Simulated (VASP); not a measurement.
# Sn (Immm) in VASP: further runs

The runs below take Sn through single point, with LDA.

All numbers are computed with VASP 6.6.1; they aren't measurements. Logs are shortened: lines on timing, memory, paths and dates and some standing lists are left out, and cuts for length are marked.

## (1) The cell of the first run

The structure is orthorhombic, space group Immm (No. 71). The conventional cell has a = 3.476 Å, b = 3.575 Å, c = 4.708 Å, α = 90.00°, β = 90.00°, γ = 90.00°. Within 4.5 Å of Sn (site symmetry mmm) lie 12 Sn at 3.43 to 3.57 Å.

## (2) Single point, LDA (29.25 Å³/atom)

Input file INCAR:

```
SYSTEM = Sn
ALGO = Fast
EDIFF = 1E-6
ENCUT = 520
ISIF = 2
ISMEAR = -1
LASPH = .True.
LCHARG = .False.
LREAL = .False.
LWAVE = .False.
NBANDS = 13
NELM = 100
PREC = Accurate
SIGMA = 0.05
```

Input file KPOINTS:

```
k-points
0
Gamma
  11 11 11
  0 0 0
```

Input file POSCAR:

```
Sn
1.0
   -1.7379733663      1.7873059321      2.3538281599
    1.7379733663     -1.7873059321      2.3538281599
    1.7379733663      1.7873059321     -2.3538281599
Sn
1
Direct
    0.0000000000      0.0000000000      0.0000000000
```

Potentials or basis: VASP PAW LDA potentials, release 64 (Sn_d).

Started as:

```
$ cat potpaw_LDA.64/Sn_d/POTCAR > POTCAR
$ mpirun -np 1 vasp_std > vasp.out
```

OUTCAR:

```text
SYSTEM = Sn
   EDIFF = 1E-6
   ENCUT = 520
   ISIF = 2
   ISMEAR = -1
   LASPH = .True.
   LREAL = .False.
   NELM = 100
   PREC = Accurate

 ion  position               nearest neighbor table
   1  0.000  0.000  0.000-

  LATTYP: Found a body centered orthorhombic cell.
 ALAT       =     3.4759467326
 B/A-ratio  =     1.0283851104
 C/A-ratio  =     1.3543522620

  Lattice vectors:

 A1 = (  -1.7379733663,   1.7873059321,   2.3538281599)
 A2 = (   1.7379733663,  -1.7873059321,   2.3538281599)
 A3 = (   1.7379733663,   1.7873059321,  -2.3538281599)

Analysis of symmetry for initial positions (statically):
=====================================================================
 Subroutine PRICEL returns:
 Original cell was already a primitive cell.

 Routine SETGRP: Setting up the symmetry group for a
 body centered orthorhombic supercell.

 Subroutine GETGRP returns: Found  8 space group operations
 (whereof  8 operations were pure point group operations)
 out of a pool of  8 trial point group operations.

The static configuration has the point symmetry D_2h.

Analysis of symmetry for dynamics (positions and initial velocities):
=====================================================================
 Subroutine PRICEL returns:
 Original cell was already a primitive cell.

 Routine SETGRP: Setting up the symmetry group for a
 body centered orthorhombic supercell.

 Subroutine GETGRP returns: Found  8 space group operations
 (whereof  8 operations were pure point group operations)
 out of a pool of  8 trial point group operations.

The dynamic configuration has the point symmetry D_2h.

 Subroutine INISYM returns: Found  8 space group operations
 (whereof  8 operations are pure point group operations),
 and found     1 'primitive' translations

----------------------------------------------------------------------------------------

                                     Primitive cell

  volume of cell :      29.2467

  direct lattice vectors                    reciprocal lattice vectors
    -1.737973366  1.787305932  2.353828160     0.000000000  0.279750652  0.212419924
     1.737973366 -1.787305932  2.353828160     0.287691405  0.000000000  0.212419924
     1.737973366  1.787305932 -2.353828160     0.287691405  0.279750652  0.000000000

  length of vectors
     3.428632515  3.428632515  3.428632515     0.351258668  0.357615113  0.401281412

  position of ions in fractional coordinates (direct lattice)
     0.000000000  0.000000000  0.000000000

  ion indices of the primitive-cell ions
   primitive index   ion index
                 1           1

----------------------------------------------------------------------------------------

 KPOINTS: k-points

Automatic generation of k-mesh.
 Grid dimensions read from file:
 generate k-points for:   11   11   11

 Generating k-lattice:

  Cartesian coordinates                     Fractional coordinates (reciprocal lattice)
     0.000000000  0.025431877  0.019310902     0.090909091  0.000000000 -0.000000000
     0.026153764  0.000000000  0.019310902     0.000000000  0.090909091  0.000000000
     0.026153764  0.025431877  0.000000000    -0.000000000  0.000000000  0.090909091

  Length of vectors
     0.031932606  0.032510465  0.036480128

  Shift w.r.t. Gamma in fractional coordinates (k-lattice)
     0.000000000  0.000000000  0.000000000

 Subroutine IBZKPT returns following result:
 ===========================================

 Found    216 irreducible k-points:

 Following reciprocal coordinates:
            Coordinates               Weight
  0.000000  0.000000  0.000000      1.000000
  0.090909  0.000000 -0.000000      4.000000
  0.181818  0.000000 -0.000000      4.000000
  0.272727  0.000000  0.000000      4.000000
  0.363636  0.000000  0.000000      4.000000
  0.454545  0.000000 -0.000000      4.000000
[... 16 lines left out ...]
  0.454545  0.181818  0.000000      8.000000
 -0.454545  0.181818  0.000000      8.000000
 [... further k-points ...]
   k-points           NKPTS =    216   k-points in BZ     NKDIM =    216   number of bands    NBANDS=     13
   number of dos      NEDOS =    301   number of ions     NIONS =      1
   total plane-waves  NPLWV =  21952
   dimension x,y,z NGX =    28 NGY =   28 NGZ =   28
   dimension x,y,z NGXF=    56 NGYF=   56 NGZF=   56
   ions per type =               1
   NGX,Y,Z   is equivalent  to a cutoff of  13.58, 13.58, 13.58 a.u.
   NGXF,Y,Z  is equivalent  to a cutoff of  27.15, 27.15, 27.15 a.u.
 SYSTEM =  Sn
   PREC   = accura    normal or accurate (medium, high low for compatibility)
   ISTART =      0    job   : 0-new  1-cont  2-samecut
   ICHARG =      2    charge: 1-file 2-atom 10-const
   ISPIN  =      1    spin polarized calculation?
   LNONCOLLINEAR =      F non collinear calculations
   LSORBIT =      F    spin-orbit coupling
   LASPH  =      T    aspherical Exc in radial PAW
   ENCUT  =  520.0 eV  38.22 Ry    6.18 a.u.   6.37  6.37  6.37*2*pi/ulx,y,z
   NELM   =    100;   NELMIN=  2; NELMDL= -5     # of ELM steps
   EDIFF  = 0.1E-05   stopping-criterion for ELM
   LREAL  =      F    real-space projection
   EDIFFG = 0.1E-04   stopping-criterion for IOM
   NSW    =      0    number of steps for IOM
   IBRION =     -1    ionic relax: 0-MD 1-quasi-New 2-CG
   NFREE  =      0    steps in history (QN), initial steepest desc. (CG)
   ISIF   =      2    stress and relaxation
   ISYM   =      2    0-nonsym 1-usesym 2-fastsym
   POTIM  = 0.5000    time-step for ionic-motion
   TEBEG  =    0.0;   TEEND  =   0.0 temperature during run
   PSTRESS=    0.0 pullay stress
   NELECT =      14.0000    total number of electrons
   NUPDOWN=      -1.0000    fix difference up-down
   EMIN   =  10.00;   EMAX   =-10.00  energy-range for DOS
   EFERMI =   0.00;   METHOD = LEGACY
   ISMEAR =    -1;   SIGMA  =   0.05  broadening in eV -4-tet -1-fermi 0-gaus
   EFERMI_NEDOS =   21; number of points for ismear=-14 and -15
   IALGO  =     68    algorithm
   IMIX   =      4    mixing-type and parameters
     AMIX     =   0.40;   BMIX     =  1.00
     AMIX_MAG =   1.60;   BMIX_MAG =  1.00
  volume/ion in A,a.u.               =      29.25       197.37
  Fermi-wavevector in a.u.,A,eV,Ry     =   1.280635  2.420049 22.313897  1.640025
  Thomas-Fermi vector in A             =   2.413051
   LORBIT       =      0    0 simple, 1 ext, 2 COOP (PROOUT), +10 PAW based schemes
   GGA     = CA    functional components
   LHFCALC =     F    Hartree Fock is set to
   AEXX    =    0.0000 exact exchange contribution
   IVDW    =     0    specifies the selected vdW correction
   LEPSILON=     F    determine dielectric tensor
   LRPA    =     F    only Hartree local field effects (RPA)
 non-spin polarized calculation
 RMM-DIIS sequential band-by-band and
  energy-cutoff  :      520.00
  volume of cell :       29.25
 maximum number of plane-waves:       807
 NGX is ok and might be reduce to    28
   NGX = 13   NGY = 13   NGZ = 13

 number of electron      13.9999999 magnetization

 Free energy of the ion-electron system (eV)
  ---------------------------------------------------
  ext. energy  EPLUGINS =         0.00000000
  ---------------------------------------------------
  free energy    TOTEN  =        -4.38321839 eV

  energy without entropy =       -4.37990451  energy(sigma->0) =       -4.38156145

 E-fermi :   7.0123     XC(G=0): -10.2613

 val. band max:        6.9818708332   @ k =  -0.1818   0.3636   0.0000
 cond. band min:       7.0274542793   @ k =   0.1818   0.1818   0.1818
 fundamental gap:      0.0455834461
 Fermi energy:         7.0123003907

 k-point     1 :       0.0000    0.0000    0.0000
  band No.  band energies     occupation
      1     -14.4384      2.00000
      2     -14.4236      2.00000
      3     -14.4063      2.00000
      4     -14.3787      2.00000
      5     -14.3435      2.00000
      6      -3.6365      2.00000
      7      13.7710      0.00000
      8      13.9215      0.00000
      9      14.2953      0.00000
     10      17.7068      0.00000
     11      18.0949      0.00000
     12      18.5924      0.00000
     13      18.7492      0.00000

 k-point     2 :       0.0909    0.0000   -0.0000
  band No.  band energies     occupation
      1     -14.4347      2.00000
      2     -14.4185      2.00000
      3     -14.4051      2.00000
      4     -14.3770      2.00000
      5     -14.3443      2.00000
      6      -3.4803      2.00000
      7      12.2990      0.00000
      8      13.7332      0.00000
      9      14.0106      0.00000
     10      17.0159      0.00000
     11      18.6735      0.00000
     12      19.1212      0.00000
     13      20.1599      0.00000

 k-point     3 :       0.1818    0.0000   -0.0000
  band No.  band energies     occupation
      1     -14.4273      2.00000
      2     -14.4121      2.00000
      3     -14.4021      2.00000
      4     -14.3648      2.00000
      5     -14.3439      2.00000
      6      -3.0126      2.00000
      7       9.6753      0.00000
      8      13.4069      0.00000
      9      13.4388      0.00000
     10      16.6418      0.00000
     11      19.0623      0.00000
     12      19.0708      0.00000
     13      19.9839      0.00000
[... 305 lines left out ...]
 k-point    23 :       0.4545    0.1818    0.0000
  band No.  band energies     occupation
      1     -14.4324      2.00000
      2     -14.3951      2.00000
      3     -14.3781      2.00000
      4     -14.3297      2.00000
      5     -14.3025      2.00000
      6       0.5836      2.00000
      7       3.4162      2.00000
      8       8.8064      0.00000
      9      11.3411      0.00000
     10      14.7065      0.00000
     11      19.2433      0.00000
     12      20.4772      0.00000
     13      22.2140      0.00000

 k-point    24 :      -0.4545    0.1818    0.0000
  band No.  band energies     occupation
      1     -14.4377      2.00000
      2     -14.4002      2.00000
      3     -14.3743      2.00000
      4     -14.3377      2.00000
      5     -14.3007      2.00000
      6      -0.3501      2.00000
      7       4.7776      2.00000
      8       9.4009      0.00000
      9      11.0399      0.00000
     10      14.4359      0.00000
     11      19.2624      0.00000
     12      20.3618      0.00000
     13      21.6843      0.00000

 [... further k-points ...]

------------------------ aborting loop because EDIFF is reached ----------------------------------------

  FORCE on cell =-STRESS in cart. coord.  units (eV):
  Direction    XX          YY          ZZ          XY          YZ          ZX
  --------------------------------------------------------------------------------------
  -------------------------------------------------------------------------------------
  Total       -0.8930558     -1.1690585     -0.9208719     -0.0000000      0.0000000      0.0000000
  in kB      -48.9229274    -64.0427637    -50.4467303     -0.0000000      0.0000000      0.0000000
  external PRESSURE =     -54.4708071 kB  Pullay stress =       0.0000000 kB

 VOLUME and BASIS-vectors are now :
 -----------------------------------------------------------------------------
  energy-cutoff  :      520.00
  volume of cell :       29.25
      direct lattice vectors                 reciprocal lattice vectors
    -1.737973366  1.787305932  2.353828160     0.000000000  0.279750652  0.212419924
     1.737973366 -1.787305932  2.353828160     0.287691405  0.000000000  0.212419924
     1.737973366  1.787305932 -2.353828160     0.287691405  0.279750652  0.000000000

 POSITION                                       TOTAL-FORCE (eV/Angst)
 -----------------------------------------------------------------------------------
      0.00000      0.00000      0.00000         0.000000      0.000000     -0.000000
 -----------------------------------------------------------------------------------
    total drift:                               -0.000000     -0.000000     -0.000000

  FREE ENERGIE OF THE ION-ELECTRON SYSTEM (eV)
  ---------------------------------------------------
  free  energy   TOTEN  =        -4.3832183899 eV

  energy  without entropy=       -4.3799045074  energy(sigma->0) =       -4.38156145
```

Wall time 2.2 min (1 thread of Intel Xeon Platinum 8259CL at 2.50GHz (Skylake/Cascade Lake), shared host); peak memory 0.19 GiB.

Results:

* Free energy: -4.3832 eV
* Pressure: -5.4 GPa
* Band gap on the k mesh: zero (bands 7 and 8 overlap by 8.45 eV)

Stress tensor (GPa, compression positive):
```
-4.89  0.00  0.00
 0.00 -6.40  0.00
 0.00  0.00 -5.04
```

Caveat: the cell stands under tension; spin-orbit coupling is left out, which moves the levels of the heavy elements.

## (3) Single point, LDA (30.39 Å³/atom)

This run uses another cell than the first one, of 30.39 Å³/atom.

Input file INCAR:

```
SYSTEM = Sn
PREC = Accurate
ENCUT = 520
EDIFF = 1E-7
ISMEAR = -1
SIGMA = 0.05
LREAL = .FALSE.
LASPH = .TRUE.
NELM = 100
ALGO = Normal
ISIF = 2
LWAVE = .FALSE.
LCHARG = .FALSE.
GGA = CA
NBANDS = 13
```

Input file KPOINTS:

```
Automatic mesh
0
G
  11 11 11
  0 0 0
```

Input file POSCAR:

```
Sn
1.0
   -1.7604013028      1.8103704880      2.3842034864
    1.7604013028     -1.8103704880      2.3842034864
    1.7604013028      1.8103704880     -2.3842034864
Sn
1
Direct
    0.0000000000      0.0000000000      0.0000000000
```

Potentials or basis: VASP PAW LDA potentials, release 64 (Sn_d).

Started as:

```
$ cat potpaw_LDA.64/Sn_d/POTCAR > POTCAR
$ mpirun -np 1 vasp_std > vasp.out
```

It took 89 s on 1 thread of Intel Xeon Platinum 8259CL at 2.50GHz (Skylake/Cascade Lake), shared host; peak memory 0.2 GiB.

The run converged. Its results:

| Item | Value |
| --- | --- |
| Free energy | -4.3401 eV |
| Pressure | -6.6 GPa |
| Band gap on the k mesh | zero (bands 7 and 8 overlap by 8.07 eV) |

Stress tensor (GPa, compression positive):
```
-6.19  0.00  0.00
 0.00 -7.53  0.00
 0.00  0.00 -6.18
```

Levels at points of the mesh, in eV from the Fermi level:
| k point | band 4 | band 5 | band 6 | band 7 | band 8 | band 9 | band 10 | band 11 |
| --- | --- | --- | --- | --- | --- | --- | --- | --- |
| (0.00, 0.00, 0.00) | -21.39 | -21.36 | -10.40 | 6.47 | 6.62 | 6.96 | 10.63 | 10.86 |

Caveat: the cell stands under tension; spin-orbit coupling is left out, which moves the levels of the heavy elements.
